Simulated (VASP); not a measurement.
# CoBr (P6/mmm) in VASP: single point with PBE+U

Aim: the single point of CoBr with PBE+U.

Program: VASP 6.6.1. These are calculated values, not measurements. Logs are shortened: lines on timing, memory, paths and dates and some standing lists are left out, and cuts for length are marked.

## Step 1: The cell of the first run

It takes space group P6/mmm (No. 191, hexagonal). The conventional cell has a = 3.498 Å, b = 3.498 Å, c = 4.502 Å, α = 90.00°, β = 90.00°, γ = 120.00°. Within 3.0 Å of Co (site symmetry 6/mmm) lie 2 Br at 2.25 Å. Within 3.0 Å of Br (site symmetry 6/mmm) lie 2 Co at 2.25 Å.

## Step 2: Single point, PBE+U, collinear spin, ferromagnetic start

INCAR

```
SYSTEM = CoBr
  PREC = Accurate
  ENCUT = 520
  EDIFF = 1E-7
  ISMEAR = -1
  SIGMA = 0.15
  LREAL = .FALSE.
  LASPH = .TRUE.
  NELM = 150
  ALGO = Normal
  ISIF = 2
  LWAVE = .FALSE.
  LCHARG = .FALSE.
  ISPIN = 2
  MAGMOM = 2.5 0
  LORBIT = 11
  LMAXMIX = 4
  LDAU = .TRUE.
  LDAUTYPE = 2
  LDAUL = 2 -1
  LDAUU = 2 0
  LDAUJ = 0 0
  LDAUPRINT = 1
  GGA = PE
  NBANDS = 19
```

KPOINTS

```
regular mesh
0
G
  8 8 6
  0 0 0
```

POSCAR

```
CoBr
1.0
    3.4979560000      0.0000000000      0.0000000000
   -1.7489780000      3.0293187573      0.0000000000
    0.0000000000      0.0000000000      4.5020260000
Co Br
1 1
Direct
    0.0000000000      0.0000000000      0.0000000000
    0.0000000000      0.0000000000      0.5000000000
```

Potentials or basis: VASP PAW PBE potentials, release 64 (Co, Br).

Started as:

```console
cat potpaw_PBE.64/Co/POTCAR potpaw_PBE.64/Br/POTCAR > POTCAR
mpirun -np 1 vasp_std > vasp.out
```

OUTCAR:

```text
SYSTEM = CoBr
   PREC = Accurate
   ENCUT = 520
   EDIFF = 1E-7
   ISMEAR = -1
   LREAL = .FALSE.
   LASPH = .TRUE.
   NELM = 150
   ISIF = 2
   ISPIN = 2
   LORBIT = 11
   GGA = PE

 ion  position               nearest neighbor table
   1  0.000  0.000  0.000-   2 2.25   2 2.25
   2  0.000  0.000  0.500-   1 2.25   1 2.25

  LATTYP: Found a hexagonal cell.
 ALAT       =     3.4979560000
 C/A-ratio  =     1.2870447770

  Lattice vectors:

 A1 = (   3.4979560000,   0.0000000000,   0.0000000000)
 A2 = (  -1.7489780000,   3.0293187573,   0.0000000000)
 A3 = (   0.0000000000,   0.0000000000,   4.5020260000)

Analysis of symmetry for initial positions (statically):
=====================================================================
 Subroutine PRICEL returns:
 Original cell was already a primitive cell.

 Routine SETGRP: Setting up the symmetry group for a
 hexagonal supercell.

 Subroutine GETGRP returns: Found 24 space group operations
 (whereof 24 operations were pure point group operations)
 out of a pool of 24 trial point group operations.

The static configuration has the point symmetry D_6h.

Analysis of symmetry for dynamics (positions and initial velocities):
=====================================================================
 Subroutine PRICEL returns:
 Original cell was already a primitive cell.

 Routine SETGRP: Setting up the symmetry group for a
 hexagonal supercell.

 Subroutine GETGRP returns: Found 24 space group operations
 (whereof 24 operations were pure point group operations)
 out of a pool of 24 trial point group operations.

The dynamic configuration has the point symmetry D_6h.

Analysis of structural, dynamic, and magnetic symmetry:
=====================================================================
 Subroutine PRICEL returns:
 Original cell was already a primitive cell.

 Routine SETGRP: Setting up the symmetry group for a
 hexagonal supercell.

 Subroutine GETGRP returns: Found 24 space group operations
 (whereof 24 operations were pure point group operations)
 out of a pool of 24 trial point group operations.

The overall configuration has the point symmetry D_6h.

 Subroutine INISYM returns: Found 24 space group operations
 (whereof 24 operations are pure point group operations),
 and found     1 'primitive' translations

----------------------------------------------------------------------------------------

                                     Primitive cell

  volume of cell :      47.7054

  direct lattice vectors                    reciprocal lattice vectors
     3.497956000  0.000000000  0.000000000     0.285881240  0.165053611  0.000000000
    -1.748978000  3.029318757  0.000000000     0.000000000  0.330107222  0.000000000
     0.000000000  0.000000000  4.502026000     0.000000000  0.000000000  0.222122218

  length of vectors
     3.497956000  3.497956000  4.502026000     0.330107222  0.330107222  0.222122218

  position of ions in fractional coordinates (direct lattice)
     0.000000000  0.000000000  0.000000000
     0.000000000  0.000000000  0.500000000

  ion indices of the primitive-cell ions
   primitive index   ion index
                 1           1
                 2           2

----------------------------------------------------------------------------------------

 KPOINTS: regular mesh

Automatic generation of k-mesh.
 Grid dimensions read from file:
 generate k-points for:    8    8    6

 Generating k-lattice:

  Cartesian coordinates                     Fractional coordinates (reciprocal lattice)
     0.035735155  0.020631701  0.000000000     0.125000000 -0.000000000  0.000000000
     0.000000000  0.041263403  0.000000000     0.000000000  0.125000000  0.000000000
     0.000000000  0.000000000  0.037020370     0.000000000  0.000000000  0.166666667

  Length of vectors
     0.041263403  0.041263403  0.037020370

  Shift w.r.t. Gamma in fractional coordinates (k-lattice)
     0.000000000  0.000000000  0.000000000

 Subroutine IBZKPT returns following result:
 ===========================================

 Found     40 irreducible k-points:

 Following reciprocal coordinates:
            Coordinates               Weight
  0.000000  0.000000  0.000000      1.000000
  0.125000  0.000000  0.000000      6.000000
  0.250000  0.000000  0.000000      6.000000
  0.375000  0.000000  0.000000      6.000000
  0.500000  0.000000  0.000000      3.000000
  0.125000  0.125000  0.000000      6.000000
[... 16 lines left out ...]
  0.250000  0.000000  0.333333     12.000000
  0.375000  0.000000  0.333333     12.000000
 [... further k-points ...]
   k-points           NKPTS =     40   k-points in BZ     NKDIM =     40   number of bands    NBANDS=     19
   number of dos      NEDOS =    301   number of ions     NIONS =      2
   total plane-waves  NPLWV =  28224
   dimension x,y,z NGX =    28 NGY =   28 NGZ =   36
   dimension x,y,z NGXF=    56 NGYF=   56 NGZF=   72
   ions per type =               1   1
   NGX,Y,Z   is equivalent  to a cutoff of  13.31, 13.31, 13.29 a.u.
   NGXF,Y,Z  is equivalent  to a cutoff of  26.61, 26.61, 26.59 a.u.
 SYSTEM =  CoBr
   PREC   = accura    normal or accurate (medium, high low for compatibility)
   ISTART =      0    job   : 0-new  1-cont  2-samecut
   ICHARG =      2    charge: 1-file 2-atom 10-const
   ISPIN  =      2    spin polarized calculation?
   LNONCOLLINEAR =      F non collinear calculations
   LSORBIT =      F    spin-orbit coupling
   LASPH  =      T    aspherical Exc in radial PAW
   ENCUT  =  520.0 eV  38.22 Ry    6.18 a.u.   6.50  6.50  8.37*2*pi/ulx,y,z
   NELM   =    150;   NELMIN=  2; NELMDL= -5     # of ELM steps
   EDIFF  = 0.1E-06   stopping-criterion for ELM
   LREAL  =      F    real-space projection
   EDIFFG = 0.1E-05   stopping-criterion for IOM
   NSW    =      0    number of steps for IOM
   IBRION =     -1    ionic relax: 0-MD 1-quasi-New 2-CG
   NFREE  =      0    steps in history (QN), initial steepest desc. (CG)
   ISIF   =      2    stress and relaxation
   ISYM   =      2    0-nonsym 1-usesym 2-fastsym
   POTIM  = 0.5000    time-step for ionic-motion
   TEBEG  =    0.0;   TEEND  =   0.0 temperature during run
   PSTRESS=    0.0 pullay stress
   NELECT =      16.0000    total number of electrons
   NUPDOWN=      -1.0000    fix difference up-down
   EMIN   =  10.00;   EMAX   =-10.00  energy-range for DOS
   EFERMI =   0.00;   METHOD = LEGACY
   ISMEAR =    -1;   SIGMA  =   0.15  broadening in eV -4-tet -1-fermi 0-gaus
   EFERMI_NEDOS =   21; number of points for ismear=-14 and -15
   IALGO  =     38    algorithm
   IMIX   =      4    mixing-type and parameters
     AMIX     =   0.40;   BMIX     =  1.00
     AMIX_MAG =   1.60;   BMIX_MAG =  1.00
  volume/ion in A,a.u.               =      23.85       160.97
  Fermi-wavevector in a.u.,A,eV,Ry     =   1.137433  2.149436 17.602581  1.293753
  Thomas-Fermi vector in A             =   2.274138
   LORBIT       =     11    0 simple, 1 ext, 2 COOP (PROOUT), +10 PAW based schemes
 LDA+U is selected, type is set to LDAUTYPE =  2
   angular momentum for each species LDAUL =     2   -1
   U (eV)           for each species LDAUU =   2.0  0.0
   J (eV)           for each species LDAUJ =   0.0  0.0
   GGA     = PE    functional components
   LHFCALC =     F    Hartree Fock is set to
   AEXX    =    0.0000 exact exchange contribution
   IVDW    =     0    specifies the selected vdW correction
   LEPSILON=     F    determine dielectric tensor
   LRPA    =     F    only Hartree local field effects (RPA)
 spin polarized calculation
  energy-cutoff  :      520.00
  volume of cell :       47.71
 maximum number of plane-waves:      1325
 NGX is ok and might be reduce to    28
   NGX = 13   NGY = 13   NGZ = 17

atom =   1  type =  1  l = 2

 onsite density matrix

spin component  1

  0.9418  0.0000 -0.0000 -0.0000  0.0000
  0.0000  0.9502 -0.0000 -0.0000 -0.0000
 -0.0000 -0.0000  0.9154 -0.0000 -0.0000
 -0.0000 -0.0000 -0.0000  0.9502  0.0000
  0.0000 -0.0000 -0.0000  0.0000  0.9418

spin component  2

  0.5829 -0.0000  0.0000  0.0000 -0.0000
 -0.0000  0.5178  0.0000  0.0000  0.0000
  0.0000  0.0000  0.4727  0.0000 -0.0000
  0.0000  0.0000  0.0000  0.5178 -0.0000
 -0.0000  0.0000 -0.0000 -0.0000  0.5829

 occupancies and eigenvectors

  o =  0.4727  v =  0.0000  0.0000  0.0000  0.0000  0.0000  0.0000 -0.0000  1.0000 -0.0000  0.0000      0.0000  0.0000  0.0000  0.0000  0.0000  0.0000  0.0000  0.0000  0.0000  0.0000
  o =  0.5178  v =  0.0000  0.0000  0.0000  0.0000  0.0000  0.0000  1.0000  0.0000 -0.0000  0.0000      0.0000  0.0000  0.0000  0.0000  0.0000  0.0000  0.0000  0.0000  0.0000  0.0000
  o =  0.5178  v =  0.0000  0.0000  0.0000  0.0000  0.0000  0.0000  0.0000 -0.0000  1.0000  0.0000      0.0000  0.0000  0.0000  0.0000  0.0000  0.0000  0.0000  0.0000  0.0000  0.0000
  o =  0.5829  v =  0.0000  0.0000  0.0000  0.0000  0.0000  1.0000  0.0000  0.0000  0.0000  0.0000      0.0000  0.0000  0.0000  0.0000  0.0000  0.0000  0.0000  0.0000  0.0000  0.0000
  o =  0.5829  v =  0.0000  0.0000  0.0000  0.0000  0.0000  0.0000 -0.0000 -0.0000 -0.0000  1.0000      0.0000  0.0000  0.0000  0.0000  0.0000  0.0000  0.0000  0.0000  0.0000  0.0000
  o =  0.9154  v =  0.0000 -0.0000  1.0000 -0.0000  0.0000  0.0000  0.0000  0.0000  0.0000  0.0000      0.0000  0.0000  0.0000  0.0000  0.0000  0.0000  0.0000  0.0000  0.0000  0.0000
  o =  0.9418  v =  0.0000  0.0000 -0.0000 -0.0000  1.0000  0.0000  0.0000  0.0000  0.0000  0.0000      0.0000  0.0000  0.0000  0.0000  0.0000  0.0000  0.0000  0.0000  0.0000  0.0000
  o =  0.9418  v =  1.0000  0.0000  0.0000  0.0000  0.0000  0.0000  0.0000  0.0000  0.0000  0.0000      0.0000  0.0000  0.0000  0.0000  0.0000  0.0000  0.0000  0.0000  0.0000  0.0000
  o =  0.9502  v =  0.0000 -1.0000 -0.0000  0.0000  0.0000  0.0000  0.0000  0.0000  0.0000  0.0000      0.0000  0.0000  0.0000  0.0000  0.0000  0.0000  0.0000  0.0000  0.0000  0.0000
  o =  0.9502  v =  0.0000  0.0000  0.0000  1.0000  0.0000  0.0000  0.0000  0.0000  0.0000  0.0000      0.0000  0.0000  0.0000  0.0000  0.0000  0.0000  0.0000  0.0000  0.0000  0.0000

 number of electron      16.0000002 magnetization       2.0631848

 Free energy of the ion-electron system (eV)
  ---------------------------------------------------
  ext. energy  EPLUGINS =         0.00000000
  ---------------------------------------------------
  free energy    TOTEN  =        -5.84321034 eV

  energy without entropy =       -5.61519445  energy(sigma->0) =       -5.72920240

 E-fermi :   3.3436     XC(G=0):  -9.2625

 val. band max:        3.3415045943   @ k =   0.1250   0.1250   0.1667
 cond. band min:       3.3460742209   @ k =   0.3750   0.1250   0.0000
 fundamental gap:      0.0045696266
 Fermi energy:         3.3435897932

 spin component 1

 k-point     1 :       0.0000    0.0000    0.0000
  band No.  band energies     occupation
      1     -13.1489      1.00000
      2      -1.8775      1.00000
      3      -0.3242      1.00000
      4       0.2422      1.00000
      5       0.2422      1.00000
      6       0.6307      1.00000
[... 11 lines left out ...]
     18      17.2886      0.00000
     19      17.2886      0.00000
[... 485 lines left out ...]
 k-point    24 :       0.3750    0.0000    0.3333
  band No.  band energies     occupation
      1     -12.4055      1.00000
      2      -3.1980      1.00000
      3      -1.9172      1.00000
      4      -0.4996      1.00000
      5       0.3298      1.00000
      6       0.8038      1.00000
[... 11 lines left out ...]
     18      18.2940      0.00000
     19      20.1587      0.00000

 [... further k-points ...]

 spin component 2

 k-point     1 :       0.0000    0.0000    0.0000
  band No.  band energies     occupation
      1     -12.9787      1.00000
      2      -1.8367      1.00000
      3       1.1345      1.00000
      4       1.8564      0.99995
      5       1.8564      0.99995
      6       3.0093      0.90276
[... 11 lines left out ...]
     18      17.7385      0.00000
     19      17.7385      0.00000
[... 485 lines left out ...]
 k-point    24 :       0.3750    0.0000    0.3333
  band No.  band energies     occupation
      1     -12.2561      1.00000
      2      -2.6521      1.00000
      3      -1.4530      1.00000
      4       0.6783      1.00000
      5       2.3938      0.99822
      6       3.0135      0.90029
[... 11 lines left out ...]
     18      18.4293      0.00000
     19      20.3978      0.00000

 [... further k-points ...]
[... 5 lines left out ...]
  --------------------------------------------------------------------------------------
  -------------------------------------------------------------------------------------
  Total        0.1859798      0.1859798      0.3073736      0.0000000      0.0000000      0.0000000
  in kB        6.2461016      6.2461016     10.3230936      0.0000000      0.0000000      0.0000000
  external PRESSURE =       7.6050989 kB  Pullay stress =       0.0000000 kB

 VOLUME and BASIS-vectors are now :
 -----------------------------------------------------------------------------
  energy-cutoff  :      520.00
  volume of cell :       47.71
      direct lattice vectors                 reciprocal lattice vectors
     3.497956000  0.000000000  0.000000000     0.285881240  0.165053611  0.000000000
    -1.748978000  3.029318757  0.000000000     0.000000000  0.330107222  0.000000000
     0.000000000  0.000000000  4.502026000     0.000000000  0.000000000  0.222122218

 POSITION                                       TOTAL-FORCE (eV/Angst)
 -----------------------------------------------------------------------------------
      0.00000      0.00000      0.00000        -0.000000      0.000000      0.000000
      0.00000      0.00000      2.25101         0.000000      0.000000      0.000000
 -----------------------------------------------------------------------------------
    total drift:                               -0.000000      0.000000     -0.000000

  FREE ENERGIE OF THE ION-ELECTRON SYSTEM (eV)
  ---------------------------------------------------
  free  energy   TOTEN  =        -5.8432103407 eV

  energy  without entropy=       -5.6151944506  energy(sigma->0) =       -5.72920240

 total charge

# of ion       s       p       d       tot
------------------------------------------
    1        0.326   0.248   7.350   7.924
    2        1.605   3.269   0.049   4.923
--------------------------------------------------
tot          1.931   3.517   7.399  12.846

 magnetization (x)

# of ion       s       p       d       tot
------------------------------------------
    1        0.012  -0.008   2.025   2.028
    2        0.008   0.120  -0.002   0.125
--------------------------------------------------
tot          0.019   0.111   2.023   2.154
```

It used 210 s of CPU time on 1 thread of AMD EPYC 7R13 Processor (Zen 3) (shared host).

Results:

```
Free energy                                           : -5.8432 eV
Pressure                                              : 0.8 GPa
Net moment                                            : 2.06 μB per cell
Site moments                                          : Co +2.03; Br +0.12 μB
Valence electrons inside the program's atomic spheres : Co 7.92; Br 4.92
```

Eigenvalues of the final occupation matrices:
| site | spin | trace | eigenvalues |
| --- | --- | --- | --- |
| site 1 d | 1 | 4.70 | 0.92 0.94 0.94 0.95 0.95 |
| site 1 d | 2 | 2.67 | 0.47 0.52 0.52 0.58 0.58 |
